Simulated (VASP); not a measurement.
# Mo (Im-3m) in VASP: a series of runs

Aim: see how the results for Mo move with the level of theory and the settings. Levels: PBE+D3(BJ), PBE+D4. Tasks: single point.

Program: VASP 6.6.1. These are calculated values, not measurements. Logs are shortened: lines on timing, memory, paths and dates and some standing lists are left out, and cuts for length are marked.

**1. The cell of the first run**

The structure is cubic, space group Im-3m (No. 229). Conventional cell: a = 3.130 Å, b = 3.130 Å, c = 3.130 Å, α = 90.00°, β = 90.00°, γ = 90.00°. Within 3.6 Å of Mo (site symmetry m-3m) lie 14 Mo at 2.71 to 3.13 Å.

**2. Single point, PBE+D3(BJ)**

The input, INCAR:

```
SYSTEM = Mo
PREC     = Accurate       ! precision mode
ENCUT    = 520            ! plane-wave cutoff, eV
EDIFF    = 1E-7           ! SCF threshold, eV
ISMEAR   = -1             ! smearing method
SIGMA    = 0.05           ! smearing width, eV
LREAL    = .False.        ! projectors in reciprocal space
LASPH    = .True.         ! aspherical terms in the spheres
NELM     = 80             ! most SCF steps
ALGO     = Normal         ! electronic algorithm
ISIF     = 2              ! what is computed and relaxed
LWAVE    = .False.        ! write WAVECAR
LCHARG   = .False.        ! write CHGCAR
GGA      = PE             ! functional
IVDW     = 12             ! dispersion correction
NBANDS   = 13             ! bands
```

The input, KPOINTS:

```
Automatic mesh
0
Gamma
  12 12 12
  0 0 0
```

The input, POSCAR:

```
Mo
1.0
   -1.5650574418      1.5650574418      1.5650574418
    1.5650574418     -1.5650574418      1.5650574418
    1.5650574418      1.5650574418     -1.5650574418
Mo
1
Direct
    0.0000000000      0.0000000000      0.0000000000
```

Potentials or basis: VASP PAW PBE potentials, release 64 (Mo_sv).

The run is started by

```sh
> cat potpaw_PBE.64/Mo_sv/POTCAR > POTCAR
> mpirun -np 1 vasp_std > vasp.out
```

OUTCAR:

```text
SYSTEM = Mo
   PREC = Accurate
   ENCUT = 520
   EDIFF = 1E-7
   ISMEAR = -1
   LREAL = .False.
   LASPH = .True.
   NELM = 80
   ISIF = 2
   GGA = PE
   IVDW = 12
 IVDW          = 12

 ion  position               nearest neighbor table
   1  0.000  0.000  0.000-

  LATTYP: Found a body centered cubic cell.
 ALAT       =     3.1301148836

  Lattice vectors:

 A1 = (  -1.5650574418,   1.5650574418,   1.5650574418)
 A2 = (   1.5650574418,  -1.5650574418,   1.5650574418)
 A3 = (   1.5650574418,   1.5650574418,  -1.5650574418)

Analysis of symmetry for initial positions (statically):
=====================================================================
 Subroutine PRICEL returns:
 Original cell was already a primitive cell.

 Routine SETGRP: Setting up the symmetry group for a
 body centered cubic supercell.

 Subroutine GETGRP returns: Found 48 space group operations
 (whereof 48 operations were pure point group operations)
 out of a pool of 48 trial point group operations.

The static configuration has the point symmetry O_h .

Analysis of symmetry for dynamics (positions and initial velocities):
=====================================================================
 Subroutine PRICEL returns:
 Original cell was already a primitive cell.

 Routine SETGRP: Setting up the symmetry group for a
 body centered cubic supercell.

 Subroutine GETGRP returns: Found 48 space group operations
 (whereof 48 operations were pure point group operations)
 out of a pool of 48 trial point group operations.

The dynamic configuration has the point symmetry O_h .

 Subroutine INISYM returns: Found 48 space group operations
 (whereof 48 operations are pure point group operations),
 and found     1 'primitive' translations

----------------------------------------------------------------------------------------

                                     Primitive cell

  volume of cell :      15.3338

  direct lattice vectors                    reciprocal lattice vectors
    -1.565057442  1.565057442  1.565057442     0.000000000  0.319477092  0.319477092
     1.565057442 -1.565057442  1.565057442     0.319477092  0.000000000  0.319477092
     1.565057442  1.565057442 -1.565057442     0.319477092  0.319477092  0.000000000

  length of vectors
[... 83 lines left out ...]
   NSW    =      0    number of steps for IOM
   IBRION =     -1    ionic relax: 0-MD 1-quasi-New 2-CG
   NFREE  =      0    steps in history (QN), initial steepest desc. (CG)
   ISIF   =      2    stress and relaxation
   ISYM   =      2    0-nonsym 1-usesym 2-fastsym
   POTIM  = 0.5000    time-step for ionic-motion
   TEBEG  =    0.0;   TEEND  =   0.0 temperature during run
   PSTRESS=    0.0 pullay stress
   NELECT =      14.0000    total number of electrons
   NUPDOWN=      -1.0000    fix difference up-down
   EMIN   =  10.00;   EMAX   =-10.00  energy-range for DOS
   EFERMI =   0.00;   METHOD = LEGACY
   ISMEAR =    -1;   SIGMA  =   0.05  broadening in eV -4-tet -1-fermi 0-gaus
   EFERMI_NEDOS =   21; number of points for ismear=-14 and -15
   IALGO  =     38    algorithm
   IMIX   =      4    mixing-type and parameters
     AMIX     =   0.40;   BMIX     =  1.00
     AMIX_MAG =   1.60;   BMIX_MAG =  1.00
  volume/ion in A,a.u.               =      15.33       103.48
  Fermi-wavevector in a.u.,A,eV,Ry     =   1.588183  3.001231 34.318322  2.522325
  Thomas-Fermi vector in A             =   2.687226
   LORBIT       =      0    0 simple, 1 ext, 2 COOP (PROOUT), +10 PAW based schemes
   GGA     = PE    functional components
   LHFCALC =     F    Hartree Fock is set to
   AEXX    =    0.0000 exact exchange contribution
   IVDW    =    12    specifies the selected vdW correction
   LEPSILON=     F    determine dielectric tensor
   LRPA    =     F    only Hartree local field effects (RPA)
 non-spin polarized calculation
  energy-cutoff  :      520.00
  volume of cell :       15.33
 maximum number of plane-waves:       422
   NGX =  9   NGY =  9   NGZ =  9

 number of electron      13.9999998 magnetization

 Free energy of the ion-electron system (eV)
  ---------------------------------------------------
  ext. energy  EPLUGINS =         0.00000000
  ---------------------------------------------------
  free energy    TOTEN  =       -10.93901166 eV

  energy without entropy =      -10.93669455  energy(sigma->0) =      -10.93785311

 E-fermi :  12.8544     XC(G=0): -13.4994

 val. band max:       12.7818684311   @ k =  -0.1667   0.2500   0.0833
 cond. band min:      12.8809714996   @ k =   0.5000   0.5000   0.0833
 fundamental gap:      0.0991030685
 Fermi energy:        12.8543598468

 k-point     1 :       0.0000    0.0000    0.0000
  band No.  band energies     occupation
      1     -48.3789      2.00000
      2     -21.5993      2.00000
      3     -21.5993      2.00000
      4     -21.5993      2.00000
      5       5.6076      2.00000
      6      11.5046      2.00000
      7      11.5046      2.00000
      8      11.5046      2.00000
      9      14.6019      0.00000
     10      14.6019      0.00000
     11      27.7665      0.00000
     12      27.7665      0.00000
     13      27.7665      0.00000
[... 354 lines left out ...]
  band No.  band energies     occupation
      1     -48.0871      2.00000
      2     -22.9897      2.00000
      3     -22.1436      2.00000
      4     -21.7125      2.00000
      5       8.0584      2.00000
      6       9.4104      2.00000
      7      13.2752      0.00044
      8      14.8095      0.00000
      9      15.3190      0.00000
     10      19.4359      0.00000
     11      24.2421      0.00000
     12      25.4878      0.00000
     13      29.2093      0.00000

 [... further k-points ...]

------------------------ aborting loop because EDIFF is reached ----------------------------------------

 Edisp (eV)   -0.72834

 E8    (eV) :    -0.3433

  FORCE on cell =-STRESS in cart. coord.  units (eV):
  Direction    XX          YY          ZZ          XY          YZ          ZX
  --------------------------------------------------------------------------------------
  -------------------------------------------------------------------------------------
  Total       0.05485     0.05485     0.05485    -0.00000     0.00000    -0.00000
  in kB       5.73105     5.73105     5.73105    -0.00000     0.00000    -0.00000
  external pressure =        5.73 kB  Pullay stress =        0.00 kB

 VOLUME and BASIS-vectors are now :
 -----------------------------------------------------------------------------
  energy-cutoff  :      520.00
  volume of cell :       15.33
      direct lattice vectors                 reciprocal lattice vectors
    -1.565057442  1.565057442  1.565057442     0.000000000  0.319477092  0.319477092
     1.565057442 -1.565057442  1.565057442     0.319477092  0.000000000  0.319477092
     1.565057442  1.565057442 -1.565057442     0.319477092  0.319477092  0.000000000

 POSITION                                       TOTAL-FORCE (eV/Angst)
 -----------------------------------------------------------------------------------
      0.00000      0.00000      0.00000         0.000000      0.000000      0.000000
 -----------------------------------------------------------------------------------
    total drift:                                0.000000     -0.000000      0.000000

  FREE ENERGIE OF THE ION-ELECTRON SYSTEM (eV)
  ---------------------------------------------------
  free  energy   TOTEN  =       -11.6673564150 eV

  energy  without entropy=      -11.6650393066  energy(sigma->0) =      -11.66619786
```

OSZICAR:

```text
N       E                     dE             d eps       ncg     rms          rms(c)
DAV:   1     0.936572211607E+02    0.93657E+02   -0.80633E+03  1877   0.111E+03
DAV:   2    -0.104255767753E+02   -0.10408E+03   -0.10008E+03  2137   0.311E+02
DAV:   3    -0.115672120376E+02   -0.11416E+01   -0.11399E+01  2052   0.329E+01
DAV:   4    -0.115696867271E+02   -0.24747E-02   -0.24747E-02  2117   0.187E+00
DAV:   5    -0.115697027699E+02   -0.16043E-04   -0.16041E-04  2107   0.133E-01    0.153E+01
DAV:   6    -0.110246860954E+02    0.54502E+00   -0.66811E-01  1922   0.101E+01    0.442E+00
DAV:   7    -0.109427952207E+02    0.81891E-01   -0.14975E-01  2057   0.458E+00    0.927E-01
DAV:   8    -0.109389415784E+02    0.38536E-02   -0.39780E-03  1927   0.801E-01    0.187E-01
DAV:   9    -0.109390033111E+02   -0.61733E-04   -0.91322E-05  2177   0.118E-01    0.843E-02
DAV:  10    -0.109390112522E+02   -0.79410E-05   -0.13236E-05  1932   0.437E-02    0.790E-03
DAV:  11    -0.109390117863E+02   -0.53408E-06   -0.11753E-07  1658   0.379E-03    0.153E-03
DAV:  12    -0.109390116415E+02    0.14478E-06   -0.11483E-08   996   0.135E-03    0.684E-05
DAV:  13    -0.109390116594E+02   -0.17959E-07   -0.92853E-10   976   0.379E-04
   1 F= -.11667356E+02 E0= -.11666198E+02  d E =-.231711E-02
```

Run time: 11 s. Hardware: 1 thread of AMD EPYC 7R43 (Zen 3), shared host; peak memory 0.11 GiB.

Results:

| Item | Value |
| --- | --- |
| Free energy | -11.6674 eV |
| Pressure | 0.6 GPa |
| Band gap on the k mesh | zero (band 7 reaches 17.00 eV, above the bottom of band 8 at 11.50 eV) |
| Dispersion energy per atom | -0.728 eV |

Levels at points of the mesh, in eV from the Fermi level:
```csv
k point,band 3,band 4,band 5,band 6,band 7,band 8,band 9,band 10,band 11,band 12
"(0.00, 0.00, 0.00)",-34.45,-34.45,-7.25,-1.35,-1.35,-1.35,1.75,1.75,14.91,14.91
"(0.50, 0.00, 0.00)",-34.93,-34.47,-5.39,-3.44,1.75,1.79,2.43,4.93,12.00,12.05
"(0.50, 0.50, 0.50)",-35.48,-35.48,-5.54,-5.54,4.14,4.14,4.14,9.27,9.27,9.27
```

Caveat: pairwise dispersion overbinds metals, which lowers pressure and volume.

**3. Single point, PBE+D3(BJ)**

This run uses another cell than the first one, of 15.42 Å³/atom, 1.006 times its volume.

The input, INCAR:

```
PREC = Accurate
ENCUT = 520
EDIFF = 1E-6
ISMEAR = -1
SIGMA = 0.05
LREAL = False
LASPH = True
NELM = 80
ALGO = Fast
ISIF = 2
LWAVE = False
LCHARG = False
GGA = PE
IVDW = 12
NBANDS = 13
```

The input, KPOINTS:

```
Automatic mesh
0
Gamma
  12 12 12
```

The input, POSCAR:

```
Mo
1.0
   -1.5679702844      1.5679702844      1.5679702844
    1.5679702844     -1.5679702844      1.5679702844
    1.5679702844      1.5679702844     -1.5679702844
Mo
1
Direct
    0.0000000000      0.0000000000      0.0000000000
```

Potentials or basis: VASP PAW PBE potentials, release 64 (Mo_sv).

The run is started by

```sh
> cat potpaw_PBE.64/Mo_sv/POTCAR > POTCAR
> mpirun -np 1 vasp_std > vasp.out
```

It took 16 s on 1 thread of AMD EPYC 7R43 (Zen 3), shared host; peak memory 0.1 GiB.

The run converged. Its results:

```yaml
Free_energy: -11.6673 eV
Pressure: -1.0 GPa
Band_gap_on_the_k_mesh: zero (band 7 reaches 16.87 eV, above the bottom of band 8 at 11.42 eV)
Dispersion_energy_per_atom: -0.724 eV
```

Levels at points of the mesh, in eV from the Fermi level:
```csv
k point,band 4,band 5,band 6,band 7,band 8,band 9,band 10,band 11
"(0.00, 0.00, 0.00)",-34.47,-7.23,-1.34,-1.34,-1.34,1.74,1.74,14.90
"(0.50, 0.00, 0.00)",-34.48,-5.36,-3.42,1.73,1.77,2.41,4.89,11.91
"(0.50, 0.50, 0.50)",-35.47,-5.50,-5.50,4.11,4.11,4.11,9.22,9.22
```

Caveat: three body term missing; pairwise dispersion overbinds metals, which lowers pressure and volume.

**4. Single point, PBE+D4**

This run uses another cell than the first one, of 15.43 Å³/atom, 1.007 times its volume.

The input, INCAR:

```
PREC = Accurate
ENCUT = 520
EDIFF = 1E-6
ISMEAR = -1
SIGMA = 0.05
LREAL = F
LASPH = T
NELM = 80
ALGO = Fast
ISIF = 2
LWAVE = F
LCHARG = F
GGA = PE
IVDW = 13
NBANDS = 13
```

KPOINTS is that of step 3.

The input, POSCAR:

```
Mo
1.0
   -1.5684672150      1.5684672150      1.5684672150
    1.5684672150     -1.5684672150      1.5684672150
    1.5684672150      1.5684672150     -1.5684672150
Mo
1
Direct
    0.0000000000      0.0000000000      0.0000000000
```

Potentials or basis: VASP PAW PBE potentials, release 64 (Mo_sv).

The run is started by

```sh
> cat potpaw_PBE.64/Mo_sv/POTCAR > POTCAR
> mpirun -np 1 vasp_std > vasp.out
```

OUTCAR:

```text
PREC = Accurate
   ENCUT = 520
   EDIFF = 1E-6
   ISMEAR = -1
   LREAL = F
   LASPH = T
   NELM = 80
   ISIF = 2
   GGA = PE
   IVDW = 13

 ion  position               nearest neighbor table
   1  0.000  0.000  0.000-

  LATTYP: Found a body centered cubic cell.
 ALAT       =     3.1369344300

  Lattice vectors:

 A1 = (  -1.5684672150,   1.5684672150,   1.5684672150)
 A2 = (   1.5684672150,  -1.5684672150,   1.5684672150)
 A3 = (   1.5684672150,   1.5684672150,  -1.5684672150)

Analysis of symmetry for initial positions (statically):
=====================================================================
 Subroutine PRICEL returns:
 Original cell was already a primitive cell.

 Routine SETGRP: Setting up the symmetry group for a
 body centered cubic supercell.

 Subroutine GETGRP returns: Found 48 space group operations
 (whereof 48 operations were pure point group operations)
 out of a pool of 48 trial point group operations.

The static configuration has the point symmetry O_h .

Analysis of symmetry for dynamics (positions and initial velocities):
=====================================================================
 Subroutine PRICEL returns:
 Original cell was already a primitive cell.

 Routine SETGRP: Setting up the symmetry group for a
 body centered cubic supercell.

 Subroutine GETGRP returns: Found 48 space group operations
 (whereof 48 operations were pure point group operations)
 out of a pool of 48 trial point group operations.

The dynamic configuration has the point symmetry O_h .

 Subroutine INISYM returns: Found 48 space group operations
 (whereof 48 operations are pure point group operations),
 and found     1 'primitive' translations

----------------------------------------------------------------------------------------

                                     Primitive cell
[... 114 lines left out ...]
   GGA     = PE    functional components
   LHFCALC =     F    Hartree Fock is set to
   AEXX    =    0.0000 exact exchange contribution
   IVDW    =    13    specifies the selected vdW correction
   LEPSILON=     F    determine dielectric tensor
   LRPA    =     F    only Hartree local field effects (RPA)
 non-spin polarized calculation
 RMM-DIIS sequential band-by-band and
  energy-cutoff  :      520.00
  volume of cell :       15.43
 maximum number of plane-waves:       430
   NGX = 11   NGY = 11   NGZ = 11

 number of electron      13.9999999 magnetization

 Free energy of the ion-electron system (eV)
  ---------------------------------------------------
  ext. energy  EPLUGINS =         0.00000000
  ---------------------------------------------------
  free energy    TOTEN  =       -10.94380279 eV

  energy without entropy =      -10.94143360  energy(sigma->0) =      -10.94261819

 E-fermi :  12.7490     XC(G=0): -13.4623

 val. band max:       12.6822034247   @ k =  -0.1667   0.2500   0.0833
 cond. band min:      12.7685898455   @ k =   0.5000   0.5000   0.0833
 fundamental gap:      0.0863864208
 Fermi energy:        12.7489621798

 k-point     1 :       0.0000    0.0000    0.0000
  band No.  band energies     occupation
      1     -48.4841      2.00000
      2     -21.7201      2.00000
      3     -21.7201      2.00000
      4     -21.7201      2.00000
      5       5.5220      2.00000
      6      11.4110      2.00000
      7      11.4110      2.00000
      8      11.4110      2.00000
      9      14.4837      0.00000
     10      14.4837      0.00000
     11      27.6505      0.00000
     12      27.6505      0.00000
     13      27.6505      0.00000
[... 354 lines left out ...]
  band No.  band energies     occupation
      1     -48.1997      2.00000
      2     -23.0822      2.00000
      3     -22.2536      2.00000
      4     -21.8306      2.00000
      5       7.9864      2.00000
      6       9.3342      2.00000
      7      13.1532      0.00062
      8      14.6861      0.00000
      9      15.1910      0.00000
     10      19.2740      0.00000
     11      24.0434      0.00000
     12      25.3569      0.00000
     13      29.0120      0.00000

 [... further k-points ...]

------------------------ aborting loop because EDIFF is reached ----------------------------------------

  DFT-D4 for vdW energy calculation

  Edisp (eV):   -0.61647

  FORCE on cell =-STRESS in cart. coord.  units (eV):
  Direction    XX          YY          ZZ          XY          YZ          ZX
  --------------------------------------------------------------------------------------
  -------------------------------------------------------------------------------------
  Total       0.05438     0.05438     0.05438     0.00000    -0.00000     0.00000
  in kB       5.64460     5.64460     5.64460     0.00000    -0.00000     0.00000
  external pressure =        5.64 kB  Pullay stress =        0.00 kB

 VOLUME and BASIS-vectors are now :
 -----------------------------------------------------------------------------
  energy-cutoff  :      520.00
  volume of cell :       15.43
      direct lattice vectors                 reciprocal lattice vectors
    -1.568467215  1.568467215  1.568467215     0.000000000  0.318782564  0.318782564
     1.568467215 -1.568467215  1.568467215     0.318782564  0.000000000  0.318782564
     1.568467215  1.568467215 -1.568467215     0.318782564  0.318782564  0.000000000

 POSITION                                       TOTAL-FORCE (eV/Angst)
 -----------------------------------------------------------------------------------
      0.00000      0.00000      0.00000         0.000000     -0.000000     -0.000000
 -----------------------------------------------------------------------------------
    total drift:                                0.000000     -0.000000     -0.000000

  FREE ENERGIE OF THE ION-ELECTRON SYSTEM (eV)
  ---------------------------------------------------
  free  energy   TOTEN  =       -11.5602719070 eV

  energy  without entropy=      -11.5579027184  energy(sigma->0) =      -11.55908731
```

It took 12 s on 1 thread of AMD EPYC 7R43 (Zen 3), shared host; peak memory 0.1 GiB.

What came out:

| Property | Result |
| --- | --- |
| Free energy | -11.5603 eV |
| Pressure | 0.6 GPa |
| Band gap on the k mesh | zero (band 7 reaches 16.85 eV, above the bottom of band 8 at 11.41 eV) |
| Dispersion energy per atom | -0.616 eV |

Levels at points of the mesh, in eV from the Fermi level:
```tsv
k point	band 4	band 5	band 6	band 7	band 8	band 9	band 10	band 11
(0.00, 0.00, 0.00)	-34.47	-7.23	-1.34	-1.34	-1.34	1.73	1.73	14.90
(0.50, 0.00, 0.00)	-34.48	-5.35	-3.41	1.72	1.77	2.41	4.88	11.89
(0.50, 0.50, 0.50)	-35.47	-5.49	-5.49	4.10	4.10	4.10	9.21	9.21
```

Caveat: pairwise dispersion overbinds metals, which lowers pressure and volume.

**5. Summary**

| level | cell | gap on the mesh (eV) | pressure (GPa) |
| --- | --- | --- | --- |
| PBE+D3(BJ) | a = 2.711 Å, angles 109.5°, 1 atom | none | 0.6 |
| PBE+D3(BJ) | a = 2.716 Å, angles 109.5°, 1 atom | none | -1.0 |
| PBE+D4 | a = 2.717 Å, angles 109.5°, 1 atom | none | 0.6 |

Alike in all rows: task single point; potentials or basis VASP PAW PBE potentials, release 64 (Mo_sv); no spin polarisation; k mesh 12 × 12 × 12; cutoff (eV) 520; smearing fermi-dirac 0.05 eV.

Caveats: pairwise dispersion overbinds metals, which lowers pressure and volume; three body term missing (some runs).

Absolute energies hang on the potentials; compare differences alone.
